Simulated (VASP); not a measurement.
# Cu (Fm-3m) in VASP: further runs, part 2 of 2

VASP 6.6.1. The steps go on from the part before.

**4. Single point, PBE**

This run uses another cell than the first one, of 11.96 Å³/atom, 1.020 times its volume.

File INCAR:

```
SYSTEM = Cu
PREC = Accurate ; ENCUT = 520
EDIFF = 1E-6 ; ISMEAR = -1
SIGMA = 0.06122561905347299 ; LREAL = .False.
LASPH = .True. ; NELM = 80
ALGO = Normal ; ISIF = 2
LWAVE = .False. ; LCHARG = .False.
GGA = PE ; NBANDS = 12
```

File KPOINTS:

```
Automatic mesh
0
Gamma
  26 26 26
  0 0 0
```

File POSCAR:

```
Cu
1.0
    0.0000000000      1.8151328778      1.8151328778
    1.8151328778      0.0000000000      1.8151328778
    1.8151328778      1.8151328778      0.0000000000
Cu
1
Direct
    0.0000000000      0.0000000000      0.0000000000
```

Potentials or basis: VASP PAW PBE potentials, release 64 (Cu).

Run with:

```
> cat potpaw_PBE.64/Cu/POTCAR > POTCAR
> mpirun -np 1 vasp_std > vasp.out
```

OUTCAR:

```text
SYSTEM = Cu
   PREC = Accurate
   ENCUT = 520
   EDIFF = 1E-6
   ISMEAR = -1
   LREAL = .False.
   LASPH = .True.
   NELM = 80
   ISIF = 2
   GGA = PE

 ion  position               nearest neighbor table
   1  0.000  0.000  0.000-

  LATTYP: Found a face centered cubic cell.
 ALAT       =     3.6302657556

  Lattice vectors:

 A1 = (   0.0000000000,   1.8151328778,   1.8151328778)
 A2 = (   1.8151328778,   0.0000000000,   1.8151328778)
 A3 = (   1.8151328778,   1.8151328778,   0.0000000000)

Analysis of symmetry for initial positions (statically):
[... 530 lines left out ...]
      7      14.4086      0.00000
      8      28.4142      0.00000
      9      28.4594      0.00000
     10      29.9785      0.00000
     11      33.0802      0.00000
     12      34.2964      0.00000

 [... further k-points ...]
[... 5 lines left out ...]
  --------------------------------------------------------------------------------------
  -------------------------------------------------------------------------------------
  Total        0.0378339      0.0378339      0.0378339      0.0000000     -0.0000000      0.0000000
  in kB        5.0679991      5.0679991      5.0679991      0.0000000     -0.0000000      0.0000000
  external PRESSURE =       5.0679991 kB  Pullay stress =       0.0000000 kB

 VOLUME and BASIS-vectors are now :
 -----------------------------------------------------------------------------
  energy-cutoff  :      520.00
  volume of cell :       11.96
      direct lattice vectors                 reciprocal lattice vectors
     0.000000000  1.815132878  1.815132878    -0.275461927  0.275461927  0.275461927
     1.815132878  0.000000000  1.815132878     0.275461927 -0.275461927  0.275461927
     1.815132878  1.815132878  0.000000000     0.275461927  0.275461927 -0.275461927

 POSITION                                       TOTAL-FORCE (eV/Angst)
 -----------------------------------------------------------------------------------
      0.00000      0.00000      0.00000         0.000000      0.000000     -0.000000
 -----------------------------------------------------------------------------------
    total drift:                                0.000000      0.000000      0.000000

  FREE ENERGIE OF THE ION-ELECTRON SYSTEM (eV)
  ---------------------------------------------------
  free  energy   TOTEN  =        -3.7301361663 eV

  energy  without entropy=       -3.7268524790  energy(sigma->0) =       -3.72849432
```

OSZICAR:

```text
N       E                     dE             d eps       ncg     rms          rms(c)
DAV:   1     0.426155279102E+02    0.42616E+02   -0.53953E+03 13540   0.153E+03
DAV:   2    -0.327461016040E+01   -0.45890E+02   -0.42374E+02 12656   0.203E+02
DAV:   3    -0.461997687569E+01   -0.13454E+01   -0.13363E+01 14388   0.401E+01
DAV:   4    -0.462832940231E+01   -0.83525E-02   -0.83513E-02 13936   0.281E+00
DAV:   5    -0.462840780162E+01   -0.78399E-04   -0.78398E-04 14672   0.279E-01    0.766E+00
DAV:   6    -0.412033911921E+01    0.50807E+00   -0.14672E+01 14660   0.723E+01    0.399E+00
DAV:   7    -0.374219629249E+01    0.37814E+00   -0.23436E+00 14600   0.288E+01    0.565E-01
DAV:   8    -0.373183208648E+01    0.10364E-01   -0.46654E-03 14308   0.106E+00    0.312E-01
DAV:   9    -0.373013662200E+01    0.16955E-02   -0.10596E-02 15316   0.179E+00    0.314E-02
DAV:  10    -0.373013695862E+01   -0.33662E-06   -0.48177E-05 18276   0.117E-01    0.755E-03
DAV:  11    -0.373013616634E+01    0.79228E-06   -0.51896E-07 10628   0.125E-02
   1 F= -.37301362E+01 E0= -.37284943E+01  d E =-.328369E-02
```

stdout:

```text
POSCAR found type information on POSCAR Cu
 POSCAR found :  1 types and       1 ions
 scaLAPACK will be used
 LDA part: xc-table for (Slater+PW92), standard interpolation
 POSCAR, INCAR and KPOINTS ok, starting setup
 FFT: planning ... GRIDC
 FFT: planning ... GRID_SOFT
 FFT: planning ... GRID
 WAVECAR not read
 entering main loop
```

Wall time 35 s (1 thread of Intel Xeon Platinum 8488C (Sapphire Rapids), shared host); peak memory 0.18 GiB.

Results:

```
Free energy : -3.7301 eV
Pressure    : 0.5 GPa
```

Levels at points of the mesh, in eV from the Fermi level:
```csv
k point,band 3,band 4,band 5,band 6,band 7,band 8,band 9,band 10
"(0.00, 0.00, 0.00)",-3.01,-3.01,-2.20,-2.20,22.47,25.02,25.02,25.02
"(0.50, 0.00, 0.00)",-3.04,-1.65,-1.65,-0.99,3.67,20.97,21.85,21.85
"(0.50, 0.50, 0.00)",-1.66,-1.50,-1.50,1.49,7.01,12.96,12.96,17.43
```

**5. Single point, PBE**

This run uses another cell than the first one, of 12.20 Å³/atom, 1.041 times its volume.

File INCAR:

```
SYSTEM = Cu
PREC = Accurate ; ENCUT = 520
EDIFF = 1E-6 ; ISMEAR = -1
SIGMA = 0.06122561905347299 ; LREAL = .FALSE.
LASPH = .TRUE. ; NELM = 60
ALGO = Normal ; ISIF = 2
LWAVE = .FALSE. ; LCHARG = .FALSE.
GGA = PE ; NBANDS = 12
```

File KPOINTS:

```
regular mesh
0
G
  26 26 26
  0 0 0
```

File POSCAR:

```
Cu
1.0
    0.0000000000      1.8271539756      1.8271539756
    1.8271539756      0.0000000000      1.8271539756
    1.8271539756      1.8271539756      0.0000000000
Cu
1
Direct
    0.0000000000      0.0000000000      0.0000000000
```

Run with:

```
> cat potpaw_PBE.64/Cu/POTCAR > POTCAR
> mpirun -np 1 vasp_std > vasp.out
```

Run time: 38 s. Hardware: 1 thread of Intel Xeon Platinum 8488C (Sapphire Rapids), shared host; peak memory 0.18 GiB.

The run converged. Its results:

* Free energy: -3.7290 eV
* Pressure: -2.1 GPa

Levels at points of the mesh, in eV from the Fermi level:
```tsv
k point	band 2	band 3	band 4	band 5	band 6	band 7	band 8	band 9	band 10	band 11
(0.00, 0.00, 0.00)	-2.95	-2.95	-2.95	-2.17	-2.17	22.31	24.71	24.71	24.71	27.18
(0.50, 0.00, 0.00)	-2.98	-2.98	-1.63	-1.63	-0.93	3.58	20.82	21.55	21.55	24.59
(0.50, 0.50, 0.00)	-4.27	-1.64	-1.49	-1.49	1.50	6.87	12.81	12.81	17.23	19.71
```

**6. The runs side by side**

| cell | gap on the mesh (eV) | pressure (GPa) |
| --- | --- | --- |
| a = 2.550 Å, angles 60.0°, 1 atom | none | 3.5 |
| a = 2.567 Å, angles 60.0°, 1 atom | none | 0.5 |
| a = 2.584 Å, angles 60.0°, 1 atom | none | -2.1 |

Alike in all rows: task single point; level PBE; potentials or basis VASP PAW PBE potentials, release 64 (Cu); no spin polarisation; k mesh 26 × 26 × 26; cutoff (eV) 520; smearing fermi-dirac 0.0612256 eV.

Total energies depend on the potentials used, so only differences within one code and one set of settings carry meaning.
